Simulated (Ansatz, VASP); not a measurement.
# SiB6 in VASP and in Ansatz

```
CELL_PARAMETERS angstrom
2.60919 1.50642 2.83942
-2.60919 1.50642 2.83942
0.00000 -3.01284 2.83942
ATOMIC_POSITIONS crystal
Si 0.68698 0.68698 0.68698
B 0.85547 0.85547 0.85547
B 0.13704 0.74983 0.13704
B 0.13704 0.13704 0.74983
B 0.74983 0.13704 0.13704
B 0.53009 0.53009 0.53009
B 0.26892 0.26892 0.26892
```

Alike in both runs: task relaxation of cell and atoms; functional PBE; k mesh 6 × 6 × 6; occupations gaussian, width 0.1 eV; no spin polarisation.

|  | VASP | Ansatz |
| --- | --- | --- |
| version | VASP 6.6.1 | Ansatz 0.2.0 |
| potentials or method | VASP PAW PBE potentials, release 64 (Si, B), cutoff 600 eV | scalar-relativistic, plane waves, PAW |
| valence electrons in the cell | 22 | 22 |

|  | VASP | Ansatz | Ansatz less VASP |
| --- | --- | --- | --- |
| gap on the k mesh at the Fermi level, each at its own relaxed structure (eV) | none | none | - |
| relaxed volume (Å³/atom) | 8.76 | 9.66 | +0.899 |
| relaxed cell length with the largest relative difference (Å) | 4.309 | 4.549 | +0.2403 |

A gap of «none» marks a metal or a gap that the smearing closes. One of these differences is far larger than is usual between the two programs; its cause wasn't traced.

Noted on VASP's run: too few bands were computed for a metal, which touches its energy and stress.
